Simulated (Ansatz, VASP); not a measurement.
## Two plane-wave programs on BP

Contents of INCAR:

```
SYSTEM = BP
  PREC = Accurate
  ENCUT = 500
  EDIFF = 1E-6
  ISMEAR = 1
  SIGMA = 0.05
  LREAL = .FALSE.
  LASPH = .TRUE.
  NELM = 120
  ALGO = Normal
  ISIF = 2
  LWAVE = .FALSE.
  LCHARG = .FALSE.
  GGA = PE
  NBANDS = 11
  GGA_COMPAT = .FALSE.
```

File KPOINTS:

```
Automatic mesh
0
G
  12 12 12
  0 0 0
```

Contents of POSCAR:

```
BP
1.0
    0.0000000000      2.2741853686      2.2741853686
    2.2741853686      0.0000000000      2.2741853686
    2.2741853686      2.2741853686      0.0000000000
B P
1 1
Direct
    0.0000000000      0.0000000000      0.0000000000
    0.2500000000      0.2500000000      0.2500000000
```

Input for Ansatz:

```yaml
crystal:
  lattice:
    - [0.0, 2.2741853686, 2.2741853686]
    - [2.2741853686, 0.0, 2.2741853686]
    - [2.2741853686, 2.2741853686, 0.0]
  atoms:
    - { symbol: B, position: [0.0, 0.0, 0.0] }
    - { symbol: P, position: [0.25, 0.25, 0.25] }
basis:
  ecutwfc: 420
  precision: f64
kpoints:
  mp_grid: { grid: [12, 12, 12] }
hamiltonian:
  xc: pbe
scf:
  occupations: { method: methfessel_paxton, width: 0.005 }
  eigensolver: { kind: davidson }
output:
  forces: true
  eigenvalues: true
  stress: true
```

Alike in both runs: task single point; functional PBE; k mesh 12 × 12 × 12; no spin polarisation.

|  | VASP | Ansatz |
| --- | --- | --- |
| version | VASP 6.6.1 | Ansatz 0.2.0 |
| potentials or method | VASP PAW PBE potentials, release 64 (B, P), cutoff 500 eV | scalar-relativistic, plane waves, PAW |
| occupations | methfessel-paxton of order 1, width 0.05 eV | methfessel-paxton of order 1, width 0.005 eV |
| valence electrons in the cell | 8 | 8 |

Ansatz gave:

```
gap on the k mesh at the Fermi level (eV) : 1.25
pressure (GPa)                            : 0.0
```

Problem. Which values does VASP return?

Solution. gap on the k mesh at the Fermi level (eV): 1.25; pressure (GPa): -0.2.
